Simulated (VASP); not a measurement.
Wanted: the native input for a VASP 6.6.1 run.

* Task: single point
* Functional: PBE
* Potentials or basis: VASP PAW PBE potentials, release 64 (Cd, S)
* Cutoff: 520 eV
* k mesh: 6 × 6 × 8
* Occupations: gaussian, width 0.02 eV
* Spin: no spin polarisation
* Dipole correction: no
* Further INCAR settings: ALGO = Normal; EDIFF = 1e-06; NBANDS = 36

The structure of CdS lies in POSCAR:

```
CdS
1.0
    6.6037308889      0.0000000289      0.0000000000
   -3.3018654695      5.7189986951      0.0000000000
    0.0000000000      0.0000000000      4.0021470000
Cd S
3 3
Direct
    0.6201620000      0.0000000000      0.6666666667
    0.0000000000      0.6201620000      0.3333333333
    0.3798380000      0.3798380000      0.0000000000
    0.3693230000      0.0000000000      0.1666666667
    0.0000000000      0.3693230000      0.8333333333
    0.6306770000      0.6306770000      0.5000000000
```

One way to write it, as run:

INCAR

```
SYSTEM = CdS
PREC = Accurate ; ENCUT = 520
EDIFF = 1E-6 ; ISMEAR = 0
SIGMA = 0.02 ; LREAL = .FALSE.
LASPH = .TRUE. ; NELM = 80
ALGO = Normal ; ISIF = 2
LWAVE = .FALSE. ; LCHARG = .TRUE.
GGA = PE ; LELF = .TRUE.
LVHAR = .TRUE. ; NBANDS = 36
```

KPOINTS

```
Automatic mesh
0
G
  6 6 8
  0 0 0
```

Potentials or basis: VASP PAW PBE potentials, release 64 (Cd, S).

Launch:

```console
$ cat potpaw_PBE.64/Cd/POTCAR potpaw_PBE.64/S/POTCAR > POTCAR
$ mpirun -np 1 vasp_std > vasp.out
```

It gave:

The pressure is 0.3 GPa, the largest force is 0.006 eV/Å and the band gap on the k mesh is 0.98 eV, direct.

It took 2.1 min on 1 thread of AMD EPYC 9R45 96-Core Processor (Zen 5), on a shared host, peak memory 0.33 GiB.
